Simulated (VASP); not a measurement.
# AlN (F-43m) in VASP: a series of runs, part 2 of 2

VASP 6.6.1. Earlier steps stand in the parts before.

### 4 Single point, r2SCAN+rVV10

This run uses another cell than the first one, of 10.39 Å³/atom, 0.991 times its volume.

Contents of POSCAR:

```
AlN
1.0
    0.0000000000      2.1823388089      2.1823388089
    2.1823388089      0.0000000000      2.1823388089
    2.1823388089      2.1823388089      0.0000000000
Al N
1 1
Direct
    0.0000000000      0.0000000000      0.0000000000
    0.2500000000      0.2500000000      0.2500000000
```

Contents of INCAR.step1:

```
PREC     = Accurate       # precision mode
ENCUT    = 520            # plane-wave cutoff, eV
ISMEAR   = -1             # smearing method
SIGMA    = 0.03           # smearing width, eV
LREAL    = False          # projectors in reciprocal space
LASPH    = True           # aspherical terms in the spheres
NELM     = 100            # most SCF steps
NBANDS   = 11             # bands
GGA      = PE             # functional
ALGO     = Normal         # electronic algorithm
EDIFF    = 1E-4           # SCF threshold, eV
LWAVE    = True           # write WAVECAR
LCHARG   = False          # write CHGCAR
```

Contents of INCAR.step2:

```
PREC     = Accurate       # precision mode
ENCUT    = 520            # plane-wave cutoff, eV
EDIFF    = 1E-7           # SCF threshold, eV
ISMEAR   = -1             # smearing method
SIGMA    = 0.03           # smearing width, eV
LREAL    = False          # projectors in reciprocal space
LASPH    = True           # aspherical terms in the spheres
NELM     = 100            # most SCF steps
ALGO     = Normal         # electronic algorithm
ISIF     = 2              # what is computed and relaxed
LWAVE    = False          # write WAVECAR
LCHARG   = False          # write CHGCAR
METAGGA  = R2SCAN         # meta-GGA
LMIXTAU  = True         
LUSE_VDW = True         
IVDW_NL  = 2            
BPARAM   = 11.95        
CPARAM   = 0.0093       
NBANDS   = 11             # bands
ISTART   = 1
```

Contents of KPOINTS:

```
Automatic mesh
0
Gamma
  12 12 12
```

Potentials or basis: VASP PAW PBE potentials, release 64 (Al, N).

Launch:

```
cat potpaw_PBE.64/Al/POTCAR potpaw_PBE.64/N/POTCAR > POTCAR
cp INCAR.step1 INCAR
mpirun -np 1 vasp_std > vasp.out
cp INCAR.step2 INCAR
mpirun -np 1 vasp_std > vasp.out
```

OUTCAR:

```text
PREC = Accurate
   ENCUT = 520
   EDIFF = 1E-7
   ISMEAR = -1
   LREAL = False
   LASPH = True
   NELM = 100
   ISIF = 2
   METAGGA = R2SCAN
   IVDW_NL = 2
   BPARAM = 11.95
   ISTART = 1

 ion  position               nearest neighbor table
   1  0.000  0.000  0.000-   2 1.89   2 1.89   2 1.89   2 1.89
   2  0.250  0.250  0.250-   1 1.89   1 1.89   1 1.89   1 1.89

  LATTYP: Found a face centered cubic cell.
 ALAT       =     4.3646776178

  Lattice vectors:

 A1 = (   0.0000000000,   2.1823388089,   2.1823388089)
 A2 = (   2.1823388089,   0.0000000000,   2.1823388089)
 A3 = (   2.1823388089,   2.1823388089,   0.0000000000)

Analysis of symmetry for initial positions (statically):
=====================================================================
 Subroutine PRICEL returns:
 Original cell was already a primitive cell.

 Routine SETGRP: Setting up the symmetry group for a
 face centered cubic supercell.

 Subroutine GETGRP returns: Found 24 space group operations
 (whereof 24 operations were pure point group operations)
 out of a pool of 48 trial point group operations.

The static configuration has the point symmetry T_d .

Analysis of symmetry for dynamics (positions and initial velocities):
=====================================================================
 Subroutine PRICEL returns:
 Original cell was already a primitive cell.

 Routine SETGRP: Setting up the symmetry group for a
 face centered cubic supercell.

 Subroutine GETGRP returns: Found 24 space group operations
 (whereof 24 operations were pure point group operations)
 out of a pool of 48 trial point group operations.

The dynamic configuration has the point symmetry T_d .

 Subroutine INISYM returns: Found 24 space group operations
 (whereof 24 operations are pure point group operations),
 and found     1 'primitive' translations

----------------------------------------------------------------------------------------

                                     Primitive cell

  volume of cell :      20.7872

  direct lattice vectors                    reciprocal lattice vectors
     0.000000000  2.182338809  2.182338809    -0.229111996  0.229111996  0.229111996
     2.182338809  0.000000000  2.182338809     0.229111996 -0.229111996  0.229111996
     2.182338809  2.182338809  0.000000000     0.229111996  0.229111996 -0.229111996

  length of vectors
     3.086293141  3.086293141  3.086293141     0.396833617  0.396833617  0.396833617

  position of ions in fractional coordinates (direct lattice)
     0.000000000  0.000000000  0.000000000
     0.250000000  0.250000000  0.250000000

  ion indices of the primitive-cell ions
   primitive index   ion index
                 1           1
                 2           2

----------------------------------------------------------------------------------------

 KPOINTS: Automatic mesh

Automatic generation of k-mesh.
 Grid dimensions read from file:
 generate k-points for:   12   12   12
[... 22 lines left out ...]
  0.083333  0.000000  0.000000      8.000000
  0.166667  0.000000  0.000000      8.000000
  0.250000  0.000000  0.000000      8.000000
  0.333333  0.000000  0.000000      8.000000
  0.416667  0.000000  0.000000      8.000000
[... 16 lines left out ...]
  0.500000  0.166667  0.000000     24.000000
 -0.416667  0.166667  0.000000     24.000000
 [... further k-points ...]
   k-points           NKPTS =     72   k-points in BZ     NKDIM =     72   number of bands    NBANDS=     11
   number of dos      NEDOS =    301   number of ions     NIONS =      2
   total plane-waves  NPLWV =  13824
   dimension x,y,z NGX =    24 NGY =   24 NGZ =   24
   dimension x,y,z NGXF=    48 NGYF=   48 NGZF=   48
   ions per type =               1   1
   NGX,Y,Z   is equivalent  to a cutoff of  12.93, 12.93, 12.93 a.u.
   NGXF,Y,Z  is equivalent  to a cutoff of  25.86, 25.86, 25.86 a.u.
 SYSTEM =  unknown system
   PREC   = accura    normal or accurate (medium, high low for compatibility)
   ISTART =      1    job   : 0-new  1-cont  2-samecut
   ICHARG =      0    charge: 1-file 2-atom 10-const
   ISPIN  =      1    spin polarized calculation?
   LNONCOLLINEAR =      F non collinear calculations
   LSORBIT =      F    spin-orbit coupling
   LASPH  =      T    aspherical Exc in radial PAW
   ENCUT  =  520.0 eV  38.22 Ry    6.18 a.u.   5.74  5.74  5.74*2*pi/ulx,y,z
   NELM   =    100;   NELMIN=  2; NELMDL=  0     # of ELM steps
   EDIFF  = 0.1E-06   stopping-criterion for ELM
   LREAL  =      F    real-space projection
   EDIFFG = 0.1E-05   stopping-criterion for IOM
   NSW    =      0    number of steps for IOM
   IBRION =     -1    ionic relax: 0-MD 1-quasi-New 2-CG
   NFREE  =      0    steps in history (QN), initial steepest desc. (CG)
   ISIF   =      2    stress and relaxation
   ISYM   =      2    0-nonsym 1-usesym 2-fastsym
   POTIM  = 0.5000    time-step for ionic-motion
   TEBEG  =    0.0;   TEEND  =   0.0 temperature during run
   PSTRESS=    0.0 pullay stress
   NELECT =       8.0000    total number of electrons
   NUPDOWN=      -1.0000    fix difference up-down
   EMIN   =  10.00;   EMAX   =-10.00  energy-range for DOS
   EFERMI =   0.00;   METHOD = LEGACY
   ISMEAR =    -1;   SIGMA  =   0.03  broadening in eV -4-tet -1-fermi 0-gaus
   EFERMI_NEDOS =   21; number of points for ismear=-14 and -15
   IALGO  =     38    algorithm
   IMIX   =      4    mixing-type and parameters
     AMIX     =   0.40;   BMIX     =  1.00
     AMIX_MAG =   1.60;   BMIX_MAG =  1.00
  volume/ion in A,a.u.               =      10.39        70.14
  Fermi-wavevector in a.u.,A,eV,Ry     =   1.190801  2.250288 19.293168  1.418008
  Thomas-Fermi vector in A             =   2.326878
   LORBIT       =      0    0 simple, 1 ext, 2 COOP (PROOUT), +10 PAW based schemes
   METAGGA = R2SCAN    functional components
   LHFCALC =     F    Hartree Fock is set to
   AEXX    =    0.0000 exact exchange contribution
   IVDW_NL    =     2    kernel type
   BPARAM     =11.9500
   IVDW    =     0    specifies the selected vdW correction
   LEPSILON=     F    determine dielectric tensor
   LRPA    =     F    only Hartree local field effects (RPA)
 non-spin polarized calculation
  energy-cutoff  :      520.00
  volume of cell :       20.79
 maximum number of plane-waves:       569
   NGX = 11   NGY = 11   NGZ = 11

 number of electron       8.0000000 magnetization

 Free energy of the ion-electron system (eV)
  ---------------------------------------------------
  ext. energy  EPLUGINS =         0.00000000
  ---------------------------------------------------
  free energy    TOTEN  =       -18.99361060 eV

  energy without entropy =      -18.99361060  energy(sigma->0) =      -18.99361060

 E-fermi :   6.3004     XC(G=0): -11.4659

 val. band max:        5.7071106125   @ k =   0.0000   0.0000   0.0000
 cond. band min:       9.6000940530   @ k =   0.5000   0.5000   0.0000
 fundamental gap:      3.8929834404
 Fermi energy:         6.3003590209

 k-point     1 :       0.0000    0.0000    0.0000
  band No.  band energies     occupation
      1     -10.0556      2.00000
      2       5.7071      2.00000
      3       5.7071      2.00000
      4       5.7071      2.00000
      5      10.5825      0.00000
      6      19.2295      0.00000
      7      19.2295      0.00000
      8      19.2295      0.00000
      9      24.2438      0.00000
     10      24.2438      0.00000
     11      25.9364      0.00000
[... 309 lines left out ...]
 k-point    24 :      -0.4167    0.1667    0.0000
  band No.  band energies     occupation
      1      -7.8498      2.00000
      2       0.2598      2.00000
      3       3.9117      2.00000
      4       4.9814      2.00000
      5      14.0961      0.00000
      6      15.3674      0.00000
      7      18.5694      0.00000
      8      18.9358      0.00000
      9      24.8387      0.00000
     10      25.6578      0.00000
     11      27.5795      0.00000

 [... further k-points ...]

------------------------ aborting loop because EDIFF is reached ----------------------------------------

  FORCE on cell =-STRESS in cart. coord.  units (eV):
  Direction    XX          YY          ZZ          XY          YZ          ZX
  --------------------------------------------------------------------------------------
  -------------------------------------------------------------------------------------
  Total       -0.0430545     -0.0430545     -0.0430545     -0.0000000     -0.0000000     -0.0000000
  in kB       -3.3184321     -3.3184321     -3.3184321     -0.0000000     -0.0000000     -0.0000000
  external PRESSURE =      -3.3184321 kB  Pullay stress =       0.0000000 kB

 VOLUME and BASIS-vectors are now :
 -----------------------------------------------------------------------------
  energy-cutoff  :      520.00
  volume of cell :       20.79
      direct lattice vectors                 reciprocal lattice vectors
     0.000000000  2.182338809  2.182338809    -0.229111996  0.229111996  0.229111996
     2.182338809  0.000000000  2.182338809     0.229111996 -0.229111996  0.229111996
     2.182338809  2.182338809  0.000000000     0.229111996  0.229111996 -0.229111996

 POSITION                                       TOTAL-FORCE (eV/Angst)
 -----------------------------------------------------------------------------------
      0.00000      0.00000      0.00000        -0.000000     -0.000000     -0.000000
      1.09117      1.09117      1.09117         0.000000      0.000000      0.000000
 -----------------------------------------------------------------------------------
    total drift:                               -0.000001     -0.000001     -0.000001

  FREE ENERGIE OF THE ION-ELECTRON SYSTEM (eV)
  ---------------------------------------------------
  free  energy   TOTEN  =       -18.9936106020 eV

  energy  without entropy=      -18.9936106020  energy(sigma->0) =      -18.99361060
```

It took 35 s on 1 thread of Intel Xeon 6975P-C (Granite Rapids), shared host; peak memory 0.21 GiB.

What came out:

| Item | Value |
| --- | --- |
| Free energy | -18.9936 eV |
| Pressure | -0.3 GPa |
| Band gap on the k mesh | 3.89 eV, indirect (least direct gap 4.88 eV) |

Caveat: the PAW data sets were made with another functional, which shifts forces and pressure a little. A k mesh can miss the band edges.

### 5 Overview

| task | level | cell | k mesh | cutoff (eV) | gap on the mesh (eV) | pressure (GPa) |
| --- | --- | --- | --- | --- | --- | --- |
| single point | PBEsol | a = 3.095 Å, angles 60.0°, 2 atoms | 8 × 8 × 8 | 520 | 3.18 | 0.0 |
| relaxation of cell and atoms | PBEsol | relaxed from a = 2.925 Å, angles 60.0°, 2 atoms | 8 × 8 × 8 | 600 | 3.18 | 0.1 |
| single point | r2SCAN+rVV10 | a = 3.086 Å, angles 60.0°, 2 atoms | 12 × 12 × 12 | 520 | 3.89 | -0.3 |

Alike in all rows: potentials or basis VASP PAW PBE potentials, release 64 (Al, N); no spin polarisation; smearing fermi-dirac 0.03 eV.

Caveats: the PAW data sets were made with another functional, which shifts forces and pressure a little; the volume moved by over 15 % at a fixed basis, so the end points are rough (some runs).

Total energies depend on the potentials used, so only differences within one code and one set of settings carry meaning.
